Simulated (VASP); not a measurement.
# KMo2: relaxation of cell and atoms with PBE

KMo2:

```
CELL_PARAMETERS angstrom
0.00000 3.17362 3.17362
3.17362 0.00000 3.17362
3.17362 3.17362 0.00000
ATOMIC_POSITIONS crystal
K 0.00000 0.00000 0.00000
Mo 0.25000 0.25000 0.25000
Mo 0.75000 0.75000 0.75000
```

The cell was generated, and may not be a known phase.

```json
{
 "Program": "VASP 6.6.1",
 "Task": "relaxation of cell and atoms",
 "Functional": "PBE",
 "Potentials or basis": "VASP PAW PBE potentials, release 64 (K_sv, Mo_sv)",
 "Cutoff": "600 eV",
 "k mesh": "12 × 12 × 12",
 "Occupations": "gaussian, width 0.1 eV",
 "Spin": "no spin polarisation",
 "Dipole correction": "no",
 "Further INCAR settings": "ALGO = Fast; EDIFF = 1e-06; IBRION = 2; EDIFFG = -0.01; NSW = 100; ISIF = 3"
}
```

The relaxed volume is 21.55 Å³/atom. The relaxed cell is a = 4.505 Å, b = 4.505 Å, c = 4.505 Å, α = 60.00°, β = 60.00°, γ = 60.00°, the space group after relaxing (to 0.1 Å) is Fm-3m (No. 225) and the energy gained by relaxing is 0.5 meV/atom. The ionic steps are 3, the pressure after relaxing is 0.1 GPa and the band gap on the k mesh is zero (an odd number of electrons rules out a gap without spin polarisation).

Step by step:
```csv
step,energy change (eV),largest force (eV/Å),pressure (GPa),volume (Å³)
1,0.0000,0.0000,0.66,63.93
2,-0.0015,0.0000,-0.12,64.75
3,-0.0015,0.0000,0.06,64.64
```

Final structure:
```cif
data_structure
_symmetry_space_group_name_H-M 'P 1'
_symmetry_Int_Tables_number 1
_cell_length_a 4.5047
_cell_length_b 4.5047
_cell_length_c 4.5047
_cell_angle_alpha 60.000
_cell_angle_beta 60.000
_cell_angle_gamma 60.000
_cell_volume 64.64
loop_
_atom_site_label
_atom_site_type_symbol
_atom_site_fract_x
_atom_site_fract_y
_atom_site_fract_z
_atom_site_occupancy
K1 K 0.00000 0.00000 0.00000 1
Mo1 Mo 0.25000 0.25000 0.25000 1
Mo2 Mo 0.75000 0.75000 0.75000 1
```

Levels at points of the mesh, in eV from the Fermi level:
| k point | band 16 | band 17 | band 18 | band 19 | band 20 | band 21 |
| --- | --- | --- | --- | --- | --- | --- |
| (0.00, 0.00, 0.00) | -0.80 | -0.80 | -0.80 | 1.09 | 1.09 | 1.09 |
| (0.50, 0.00, 0.00) | -1.10 | -0.41 | -0.41 | -0.37 | -0.37 | -0.14 |
| (0.50, 0.50, 0.00) | -1.56 | -0.16 | -0.16 | 0.37 | 0.37 | 0.82 |

It took 7.6 min on 1 thread of Oxide Virtual Turin-like Processor (shared host), peak memory 0.26 GiB.
